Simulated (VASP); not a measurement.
# LiCl (Pm-3m) in VASP: notebook

The runs below take LiCl through single point, with PBE, r2SCAN.

All numbers are computed with VASP 6.6.1; they aren't measurements. Logs are shortened: lines on timing, memory, paths and dates and some standing lists are left out, and cuts for length are marked.

### Step 1. The cell of the first run

The structure is cubic, space group Pm-3m (No. 221). Conventional cell: a = 3.329 Å, b = 3.329 Å, c = 3.329 Å, α = 90.00°, β = 90.00°, γ = 90.00°. Li (site symmetry m-3m) has 8 Cl at 2.88 Å and 6 Li at 3.33 Å within 3.8 Å. Within 3.8 Å of Cl (site symmetry m-3m) lie 8 Li at 2.88 Å and 6 Cl at 3.33 Å.

### Step 2. Single point, PBE (strain +1.8%)

INCAR reads:

```
PREC = Accurate ; ENCUT = 520
EDIFF = 1E-6 ; ISMEAR = -1
SIGMA = 0.02 ; LREAL = F
LASPH = T ; NELM = 80
ALGO = Normal ; ISIF = 2
LWAVE = F ; LCHARG = F
GGA = PE ; NBANDS = 12
```

KPOINTS reads:

```
Automatic mesh
0
Gamma
  8 8 8
```

POSCAR reads:

```
LiCl
1.0
    3.3286953527      0.0000000000      0.0000000000
    0.0000000000      3.3286953527      0.0000000000
    0.0000000000      0.0000000000      3.3286953527
Li Cl
1 1
Direct
    0.0000000000      0.0000000000      0.0000000000
    0.5000000000      0.5000000000      0.5000000000
```

Potentials or basis: VASP PAW PBE potentials, release 64 (Li_sv, Cl).

Started as:

```console
cat potpaw_PBE.64/Li_sv/POTCAR potpaw_PBE.64/Cl/POTCAR > POTCAR
mpirun -np 1 vasp_std > vasp.out
```

OUTCAR:

```text
PREC = Accurate
   ENCUT = 520
   EDIFF = 1E-6
   ISMEAR = -1
   LREAL = F
   LASPH = T
   NELM = 80
   ISIF = 2
   GGA = PE

 ion  position               nearest neighbor table
   1  0.000  0.000  0.000-
   2  0.500  0.500  0.500-

  LATTYP: Found a simple cubic cell.
 ALAT       =     3.3286953527

  Lattice vectors:

 A1 = (   3.3286953527,   0.0000000000,   0.0000000000)
 A2 = (   0.0000000000,   3.3286953527,   0.0000000000)
 A3 = (   0.0000000000,   0.0000000000,   3.3286953527)

Analysis of symmetry for initial positions (statically):
=====================================================================
 Subroutine PRICEL returns:
 Original cell was already a primitive cell.

 Routine SETGRP: Setting up the symmetry group for a
 simple cubic supercell.

 Subroutine GETGRP returns: Found 48 space group operations
 (whereof 48 operations were pure point group operations)
 out of a pool of 48 trial point group operations.

The static configuration has the point symmetry O_h .

Analysis of symmetry for dynamics (positions and initial velocities):
=====================================================================
 Subroutine PRICEL returns:
 Original cell was already a primitive cell.

 Routine SETGRP: Setting up the symmetry group for a
 simple cubic supercell.

 Subroutine GETGRP returns: Found 48 space group operations
 (whereof 48 operations were pure point group operations)
 out of a pool of 48 trial point group operations.

The dynamic configuration has the point symmetry O_h .

 Subroutine INISYM returns: Found 48 space group operations
 (whereof 48 operations are pure point group operations),
 and found     1 'primitive' translations

----------------------------------------------------------------------------------------

                                     Primitive cell

  volume of cell :      36.8827

  direct lattice vectors                    reciprocal lattice vectors
     3.328695353  0.000000000  0.000000000     0.300418000  0.000000000  0.000000000
     0.000000000  3.328695353  0.000000000     0.000000000  0.300418000  0.000000000
     0.000000000  0.000000000  3.328695353     0.000000000  0.000000000  0.300418000

  length of vectors
     3.328695353  3.328695353  3.328695353     0.300418000  0.300418000  0.300418000

  position of ions in fractional coordinates (direct lattice)
     0.000000000  0.000000000  0.000000000
     0.500000000  0.500000000  0.500000000

[... 80 lines left out ...]
   IBRION =     -1    ionic relax: 0-MD 1-quasi-New 2-CG
   NFREE  =      0    steps in history (QN), initial steepest desc. (CG)
   ISIF   =      2    stress and relaxation
   ISYM   =      2    0-nonsym 1-usesym 2-fastsym
   POTIM  = 0.5000    time-step for ionic-motion
   TEBEG  =    0.0;   TEEND  =   0.0 temperature during run
   PSTRESS=    0.0 pullay stress
   NELECT =      10.0000    total number of electrons
   NUPDOWN=      -1.0000    fix difference up-down
   EMIN   =  10.00;   EMAX   =-10.00  energy-range for DOS
   EFERMI =   0.00;   METHOD = LEGACY
   ISMEAR =    -1;   SIGMA  =   0.02  broadening in eV -4-tet -1-fermi 0-gaus
   EFERMI_NEDOS =   21; number of points for ismear=-14 and -15
   IALGO  =     38    algorithm
   IMIX   =      4    mixing-type and parameters
     AMIX     =   0.40;   BMIX     =  1.00
     AMIX_MAG =   1.60;   BMIX_MAG =  1.00
  volume/ion in A,a.u.               =      18.44       124.45
  Fermi-wavevector in a.u.,A,eV,Ry     =   1.059581  2.002318 15.275419  1.122712
  Thomas-Fermi vector in A             =   2.194931
   LORBIT       =      0    0 simple, 1 ext, 2 COOP (PROOUT), +10 PAW based schemes
   GGA     = PE    functional components
   LHFCALC =     F    Hartree Fock is set to
   AEXX    =    0.0000 exact exchange contribution
   IVDW    =     0    specifies the selected vdW correction
   LEPSILON=     F    determine dielectric tensor
   LRPA    =     F    only Hartree local field effects (RPA)
 non-spin polarized calculation
  energy-cutoff  :      520.00
  volume of cell :       36.88
 maximum number of plane-waves:      1021
 NGX is ok and might be reduce to    28
   NGX = 13   NGY = 13   NGZ = 13

 number of electron      10.0000000 magnetization

 number of electron       9.9999991 magnetization

 Free energy of the ion-electron system (eV)
  ---------------------------------------------------
  ext. energy  EPLUGINS =         0.00000000
  ---------------------------------------------------
  free energy    TOTEN  =        -6.81503272 eV

  energy without entropy =       -6.81503272  energy(sigma->0) =       -6.81503272

 E-fermi :   1.6536     XC(G=0):  -8.3987

 val. band max:        1.1222392512   @ k =   0.5000   0.5000   0.0000
 cond. band min:       5.3579064518   @ k =   0.0000   0.0000   0.0000
 fundamental gap:      4.2356672006
 Fermi energy:         1.6535663750

 k-point     1 :       0.0000    0.0000    0.0000
  band No.  band energies     occupation
      1     -44.2365      2.00000
      2     -12.8689      2.00000
      3       0.3786      2.00000
      4       0.3786      2.00000
      5       0.3786      2.00000
      6       5.3579      0.00000
      7       9.8993      0.00000
      8       9.8993      0.00000
      9      14.0020      0.00000
     10      14.0020      0.00000
     11      14.0020      0.00000
     12      17.9385      0.00000
[... 331 lines left out ...]
 k-point    24 :       0.5000    0.3750    0.1250
  band No.  band energies     occupation
      1     -44.2324      2.00000
      2     -11.9845      2.00000
      3      -1.9533      2.00000
      4      -1.5357      2.00000
      5       0.6511      2.00000
      6       6.8197      0.00000
      7       9.4449      0.00000
      8       9.6771      0.00000
      9      12.7688      0.00000
     10      13.5747      0.00000
     11      15.4451      0.00000
     12      16.3696      0.00000

 [... further k-points ...]
[... 5 lines left out ...]
  --------------------------------------------------------------------------------------
  -------------------------------------------------------------------------------------
  Total       -0.3109957     -0.3109957     -0.3109957      0.0000000      0.0000000     -0.0000000
  in kB      -13.5096098    -13.5096098    -13.5096098      0.0000000      0.0000000     -0.0000000
  external PRESSURE =     -13.5096098 kB  Pullay stress =       0.0000000 kB

 VOLUME and BASIS-vectors are now :
 -----------------------------------------------------------------------------
  energy-cutoff  :      520.00
  volume of cell :       36.88
      direct lattice vectors                 reciprocal lattice vectors
     3.328695353  0.000000000  0.000000000     0.300418000  0.000000000  0.000000000
     0.000000000  3.328695353  0.000000000     0.000000000  0.300418000  0.000000000
     0.000000000  0.000000000  3.328695353     0.000000000  0.000000000  0.300418000

 POSITION                                       TOTAL-FORCE (eV/Angst)
 -----------------------------------------------------------------------------------
      0.00000      0.00000      0.00000         0.000000      0.000000      0.000000
      1.66435      1.66435      1.66435         0.000000      0.000000      0.000000
 -----------------------------------------------------------------------------------
    total drift:                                0.000000      0.000000      0.000000

  FREE ENERGIE OF THE ION-ELECTRON SYSTEM (eV)
  ---------------------------------------------------
  free  energy   TOTEN  =        -6.8150327205 eV

  energy  without entropy=       -6.8150327205  energy(sigma->0) =       -6.81503272
```

OSZICAR:

```text
N       E                     dE             d eps       ncg     rms          rms(c)
DAV:   1     0.424845269407E+02    0.42485E+02   -0.39265E+03   840   0.766E+02
DAV:   2    -0.407504882788E+01   -0.46560E+02   -0.43421E+02  1108   0.140E+02
DAV:   3    -0.689249291595E+01   -0.28174E+01   -0.28085E+01  1152   0.352E+01
DAV:   4    -0.695107930157E+01   -0.58586E-01   -0.58558E-01  1116   0.518E+00
DAV:   5    -0.695207400635E+01   -0.99470E-03   -0.99467E-03  1140   0.567E-01    0.282E+00
DAV:   6    -0.682509206256E+01    0.12698E+00   -0.27119E-01   992   0.213E+00    0.189E+00
DAV:   7    -0.681308036384E+01    0.12012E-01   -0.79918E-02  1228   0.133E+00    0.102E+00
DAV:   8    -0.681501049427E+01   -0.19301E-02   -0.77650E-03   956   0.630E-01    0.220E-01
DAV:   9    -0.681496662811E+01    0.43866E-04   -0.36617E-04  1072   0.131E-01    0.107E-01
DAV:  10    -0.681503864059E+01   -0.72012E-04   -0.22677E-04   928   0.860E-02    0.707E-02
DAV:  11    -0.681503258691E+01    0.60537E-05   -0.33486E-05  1220   0.300E-02    0.389E-03
DAV:  12    -0.681503272049E+01   -0.13359E-06   -0.92839E-07   976   0.705E-03
   1 F= -.68150327E+01 E0= -.68150327E+01  d E =-.265057E-13
```

It took 19 s on 1 thread of Intel Xeon 8259CL, shared host; peak memory 0.15 GiB.

Results:

- Free energy: -6.8150 eV
- Band gap on the k mesh: 4.24 eV (least direct gap 4.98 eV)

Caveat: the cell differs from its parent crystal (strain +1.8%); the cutoff is under 1.25 times the usual one of these potentials, so pressure, stress and relaxed cells hold a basis-set (Pulay) error; the structure was generated, so it needn't be the stable form of LiCl. A k mesh can miss the band edges.

(Part 1 of 2 ends here.)
